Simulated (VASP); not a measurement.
# Si (Fd-3m) in VASP: single point with PBE

Aim: the single point of Si with PBE.

Everything below comes from runs of VASP 6.6.1. Logs are shortened: lines on timing, memory, paths and dates and some standing lists are left out, and cuts for length are marked.

**1. The cell of the first run**

It takes space group Fd-3m (No. 227, cubic). Conventional cell: a = 5.524 Å, b = 5.524 Å, c = 5.524 Å, α = 90.00°, β = 90.00°, γ = 90.00°. Within 3.2 Å of Si (site symmetry -43m) lie 4 Si at 2.39 Å.

**2. Single point, PBE**

File INCAR:

```
SYSTEM = Si
  PREC = Accurate
  ENCUT = 500
  EDIFF = 1E-6
  ISMEAR = -1
  SIGMA = 0.06122561905347299
  LREAL = .FALSE.
  LASPH = .TRUE.
  NELM = 120
  ALGO = Normal
  ISIF = 2
  LWAVE = .FALSE.
  LCHARG = .FALSE.
  GGA = PE
  NBANDS = 11
  GGA_COMPAT = .FALSE.
```

File KPOINTS:

```
Automatic mesh
0
G
  8 8 8
  0 0 0
```

File POSCAR:

```
Si
1.0
    0.0000000000      2.7620375235      2.7620375235
    2.7620375235      0.0000000000      2.7620375235
    2.7620375235      2.7620375235      0.0000000000
Si
2
Direct
    0.0000000000      0.0000000000      0.0000000000
    0.2500000000      0.2500000000      0.2500000000
```

Potentials or basis: VASP PAW PBE potentials, release 64 (Si).

Launch:

```console
cat potpaw_PBE.64/Si/POTCAR > POTCAR
mpirun -np 1 vasp_std > vasp.out
```

OUTCAR:

```text
SYSTEM = Si
   PREC = Accurate
   ENCUT = 500
   EDIFF = 1E-6
   ISMEAR = -1
   LREAL = .FALSE.
   LASPH = .TRUE.
   NELM = 120
   ISIF = 2
   GGA = PE

 ion  position               nearest neighbor table
   1  0.000  0.000  0.000-   2 2.39   2 2.39   2 2.39   2 2.39
   2  0.250  0.250  0.250-   1 2.39   1 2.39   1 2.39   1 2.39

  LATTYP: Found a face centered cubic cell.
 ALAT       =     5.5240750470

  Lattice vectors:

 A1 = (   0.0000000000,   2.7620375235,   2.7620375235)
 A2 = (   2.7620375235,   0.0000000000,   2.7620375235)
 A3 = (   2.7620375235,   2.7620375235,   0.0000000000)

Analysis of symmetry for initial positions (statically):
=====================================================================
 Subroutine PRICEL returns:
 Original cell was already a primitive cell.

 Routine SETGRP: Setting up the symmetry group for a
 face centered cubic supercell.

 Subroutine GETGRP returns: Found 48 space group operations
 (whereof 24 operations were pure point group operations)
 out of a pool of 48 trial point group operations.

The static configuration has the point symmetry T_d .
 The point group associated with its full space group is O_h .

Analysis of symmetry for dynamics (positions and initial velocities):
=====================================================================
 Subroutine PRICEL returns:
 Original cell was already a primitive cell.

 Routine SETGRP: Setting up the symmetry group for a
 face centered cubic supercell.

 Subroutine GETGRP returns: Found 48 space group operations
 (whereof 24 operations were pure point group operations)
 out of a pool of 48 trial point group operations.

The dynamic configuration has the point symmetry T_d .
 The point group associated with its full space group is O_h .

 Subroutine INISYM returns: Found 48 space group operations
 (whereof 24 operations are pure point group operations),
 and found     1 'primitive' translations

----------------------------------------------------------------------------------------

                                     Primitive cell

  volume of cell :      42.1423

  direct lattice vectors                    reciprocal lattice vectors
     0.000000000  2.762037524  2.762037524    -0.181025781  0.181025781  0.181025781
     2.762037524  0.000000000  2.762037524     0.181025781 -0.181025781  0.181025781
     2.762037524  2.762037524  0.000000000     0.181025781  0.181025781 -0.181025781

  length of vectors
     3.906110926  3.906110926  3.906110926     0.313545850  0.313545850  0.313545850

  position of ions in fractional coordinates (direct lattice)
     0.000000000  0.000000000  0.000000000
     0.250000000  0.250000000  0.250000000

  ion indices of the primitive-cell ions
   primitive index   ion index
                 1           1
                 2           2

----------------------------------------------------------------------------------------

 KPOINTS: Automatic mesh

Automatic generation of k-mesh.
 Grid dimensions read from file:
 generate k-points for:    8    8    8

 Generating k-lattice:

  Cartesian coordinates                     Fractional coordinates (reciprocal lattice)
    -0.022628223  0.022628223  0.022628223     0.125000000  0.000000000  0.000000000
     0.022628223 -0.022628223  0.022628223     0.000000000  0.125000000  0.000000000
     0.022628223  0.022628223 -0.022628223     0.000000000  0.000000000  0.125000000

  Length of vectors
     0.039193231  0.039193231  0.039193231

  Shift w.r.t. Gamma in fractional coordinates (k-lattice)
     0.000000000  0.000000000  0.000000000

 Subroutine IBZKPT returns following result:
 ===========================================

 Found     29 irreducible k-points:

 Following reciprocal coordinates:
            Coordinates               Weight
  0.000000  0.000000  0.000000      1.000000
  0.125000  0.000000  0.000000      8.000000
  0.250000  0.000000  0.000000      8.000000
  0.375000  0.000000  0.000000      8.000000
  0.500000  0.000000  0.000000      4.000000
  0.125000  0.125000  0.000000      6.000000
[... 16 lines left out ...]
  0.500000  0.250000  0.125000     48.000000
 -0.375000  0.250000  0.125000     24.000000
 [... further k-points ...]
   k-points           NKPTS =     29   k-points in BZ     NKDIM =     29   number of bands    NBANDS=     11
   number of dos      NEDOS =    301   number of ions     NIONS =      2
   total plane-waves  NPLWV =  21952
   dimension x,y,z NGX =    28 NGY =   28 NGZ =   28
   dimension x,y,z NGXF=    56 NGYF=   56 NGZF=   56
   ions per type =               2
   NGX,Y,Z   is equivalent  to a cutoff of  11.92, 11.92, 11.92 a.u.
   NGXF,Y,Z  is equivalent  to a cutoff of  23.83, 23.83, 23.83 a.u.
 SYSTEM =  Si
   PREC   = accura    normal or accurate (medium, high low for compatibility)
   ISTART =      0    job   : 0-new  1-cont  2-samecut
   ICHARG =      2    charge: 1-file 2-atom 10-const
   ISPIN  =      1    spin polarized calculation?
   LNONCOLLINEAR =      F non collinear calculations
   LSORBIT =      F    spin-orbit coupling
   LASPH  =      T    aspherical Exc in radial PAW
   ENCUT  =  500.0 eV  36.75 Ry    6.06 a.u.   7.12  7.12  7.12*2*pi/ulx,y,z
   NELM   =    120;   NELMIN=  2; NELMDL= -5     # of ELM steps
   EDIFF  = 0.1E-05   stopping-criterion for ELM
   LREAL  =      F    real-space projection
   EDIFFG = 0.1E-04   stopping-criterion for IOM
   NSW    =      0    number of steps for IOM
   IBRION =     -1    ionic relax: 0-MD 1-quasi-New 2-CG
   NFREE  =      0    steps in history (QN), initial steepest desc. (CG)
   ISIF   =      2    stress and relaxation
   ISYM   =      2    0-nonsym 1-usesym 2-fastsym
   POTIM  = 0.5000    time-step for ionic-motion
   TEBEG  =    0.0;   TEEND  =   0.0 temperature during run
   PSTRESS=    0.0 pullay stress
   NELECT =       8.0000    total number of electrons
   NUPDOWN=      -1.0000    fix difference up-down
   EMIN   =  10.00;   EMAX   =-10.00  energy-range for DOS
   EFERMI =   0.00;   METHOD = LEGACY
   ISMEAR =    -1;   SIGMA  =   0.06  broadening in eV -4-tet -1-fermi 0-gaus
   EFERMI_NEDOS =   21; number of points for ismear=-14 and -15
   IALGO  =     38    algorithm
   IMIX   =      4    mixing-type and parameters
     AMIX     =   0.40;   BMIX     =  1.00
     AMIX_MAG =   1.60;   BMIX_MAG =  1.00
  volume/ion in A,a.u.               =      21.07       142.20
  Fermi-wavevector in a.u.,A,eV,Ry     =   0.940875  1.777996 12.044499  0.885246
  Thomas-Fermi vector in A             =   2.068330
   LORBIT       =      0    0 simple, 1 ext, 2 COOP (PROOUT), +10 PAW based schemes
   GGA     = PE    functional components
   LHFCALC =     F    Hartree Fock is set to
   AEXX    =    0.0000 exact exchange contribution
   IVDW    =     0    specifies the selected vdW correction
   LEPSILON=     F    determine dielectric tensor
   LRPA    =     F    only Hartree local field effects (RPA)
 non-spin polarized calculation
  energy-cutoff  :      500.00
  volume of cell :       42.14
 maximum number of plane-waves:      1090
   NGX = 15   NGY = 15   NGZ = 15

 number of electron       7.9999999 magnetization

 Free energy of the ion-electron system (eV)
  ---------------------------------------------------
  ext. energy  EPLUGINS =         0.00000000
  ---------------------------------------------------
  free energy    TOTEN  =       -10.83599814 eV

  energy without entropy =      -10.83594230  energy(sigma->0) =      -10.83597022

 E-fermi :   5.6458     XC(G=0):  -9.2093

 val. band max:        5.3215293494   @ k =   0.0000   0.0000   0.0000
 cond. band min:       6.0183377527   @ k =   0.3750   0.3750   0.0000
 fundamental gap:      0.6968084032
 Fermi energy:         5.6457587772

 k-point     1 :       0.0000    0.0000    0.0000
  band No.  band energies     occupation
      1      -6.2920      2.00000
      2       5.3215      1.99002
      3       5.3215      1.99002
      4       5.3215      1.99002
      5       7.8644      0.00000
      6       7.8644      0.00000
      7       7.8644      0.00000
      8       8.1155      0.00000
      9      13.0134      0.00000
     10      13.0134      0.00000
     11      13.0821      0.00000

 k-point     2 :       0.1250    0.0000    0.0000
  band No.  band energies     occupation
      1      -6.0968      2.00000
      2       3.7361      2.00000
      3       5.0476      1.99989
      4       5.0476      1.99989
      5       7.6656      0.00000
      6       8.2678      0.00000
      7       8.2678      0.00000
      8       9.6057      0.00000
      9      12.5526      0.00000
     10      12.5526      0.00000
     11      13.8420      0.00000

 k-point     3 :       0.2500    0.0000    0.0000
  band No.  band energies     occupation
      1      -5.5283      2.00000
      2       1.4860      2.00000
      3       4.5956      2.00000
      4       4.5956      2.00000
      5       7.1743      0.00000
      6       8.7851      0.00000
      7       8.7851      0.00000
      8      11.8286      0.00000
      9      12.4956      0.00000
     10      12.4956      0.00000
     11      14.1581      0.00000

 k-point     4 :       0.3750    0.0000    0.0000
  band No.  band energies     occupation
      1      -4.6809      2.00000
      2      -0.4482      2.00000
      3       4.2785      2.00000
      4       4.2785      2.00000
      5       6.8100      0.00000
      6       8.7735      0.00000
      7       8.7735      0.00000
      8      13.0834      0.00000
      9      13.7987      0.00000
     10      13.7987      0.00000
     11      14.5864      0.00000

 k-point     5 :       0.5000    0.0000    0.0000
  band No.  band energies     occupation
      1      -4.0873      2.00000
      2      -1.4123      2.00000
      3       4.1695      2.00000
      4       4.1695      2.00000
      5       6.6821      0.00000
      6       8.6807      0.00000
      7       8.6807      0.00000
      8      12.9812      0.00000
      9      15.7387      0.00000
     10      15.7387      0.00000
     11      16.2577      0.00000
[... 211 lines left out ...]
 k-point    21 :       0.5000    0.5000    0.0000
  band No.  band energies     occupation
      1      -2.3312      2.00000
      2      -2.3312      2.00000
      3       2.6050      2.00000
      4       2.6050      2.00000
      5       6.1284      0.00075
      6       6.1284      0.00075
      7      15.0023      0.00000
      8      15.0023      0.00000
      9      16.1338      0.00000
     10      16.1338      0.00000
     11      17.7423      0.00000

 k-point    22 :       0.3750    0.2500    0.1250
  band No.  band energies     occupation
      1      -5.0221      2.00000
      2       1.0767      2.00000
      3       2.7514      2.00000
      4       3.9576      2.00000
      5       7.7553      0.00000
      6       9.0281      0.00000
      7       9.5389      0.00000
      8      10.6737      0.00000
      9      12.9220      0.00000
     10      15.2241      0.00000
     11      16.1059      0.00000

 k-point    23 :       0.5000    0.2500    0.1250
  band No.  band energies     occupation
      1      -4.1791      2.00000
      2      -0.3979      2.00000
      3       2.1534      2.00000
      4       3.4893      2.00000
      5       8.1595      0.00000
      6       8.8134      0.00000
      7      10.2371      0.00000
      8      11.1184      0.00000
      9      14.1219      0.00000
     10      14.7956      0.00000
     11      17.0820      0.00000

 k-point    24 :      -0.3750    0.2500    0.1250
  band No.  band energies     occupation
      1      -3.5701      2.00000
      2      -1.2820      2.00000
      3       2.0188      2.00000
      4       3.2754      2.00000
      5       8.2768      0.00000
      6       8.4858      0.00000
      7      11.0717      0.00000
      8      12.3201      0.00000
      9      12.4968      0.00000
     10      15.7208      0.00000
     11      16.6672      0.00000

 [... further k-points ...]

------------------------ aborting loop because EDIFF is reached ----------------------------------------

  FORCE on cell =-STRESS in cart. coord.  units (eV):
  Direction    XX          YY          ZZ          XY          YZ          ZX
  --------------------------------------------------------------------------------------
  -------------------------------------------------------------------------------------
  Total       -0.6623923     -0.6623923     -0.6623923     -0.0000000      0.0000000      0.0000000
  in kB      -25.1829799    -25.1829799    -25.1829799     -0.0000000      0.0000000      0.0000000
  external PRESSURE =     -25.1829799 kB  Pullay stress =       0.0000000 kB

 VOLUME and BASIS-vectors are now :
 -----------------------------------------------------------------------------
  energy-cutoff  :      500.00
  volume of cell :       42.14
      direct lattice vectors                 reciprocal lattice vectors
     0.000000000  2.762037524  2.762037524    -0.181025781  0.181025781  0.181025781
     2.762037524  0.000000000  2.762037524     0.181025781 -0.181025781  0.181025781
     2.762037524  2.762037524  0.000000000     0.181025781  0.181025781 -0.181025781

 POSITION                                       TOTAL-FORCE (eV/Angst)
 -----------------------------------------------------------------------------------
      0.00000      0.00000      0.00000        -0.000000     -0.000000     -0.000000
      1.38102      1.38102      1.38102         0.000000      0.000000      0.000000
 -----------------------------------------------------------------------------------
    total drift:                                0.000000      0.000000     -0.000000

  FREE ENERGIE OF THE ION-ELECTRON SYSTEM (eV)
  ---------------------------------------------------
  free  energy   TOTEN  =       -10.8359981420 eV

  energy  without entropy=      -10.8359423001  energy(sigma->0) =      -10.83597022
```

It took 8.2 s on 1 thread of Intel Xeon Platinum 8259CL at 2.50GHz (Skylake/Cascade Lake), shared host; peak memory 0.14 GiB.

Results:

| Quantity | Value |
| --- | --- |
| Free energy | -10.8360 eV |
| Pressure | -2.5 GPa |
| Band gap on the k mesh | 0.70 eV (least direct gap 2.51 eV) |

Caveat: semilocal functionals underestimate gaps, and a narrow one can read as zero. A k mesh can miss the band edges.
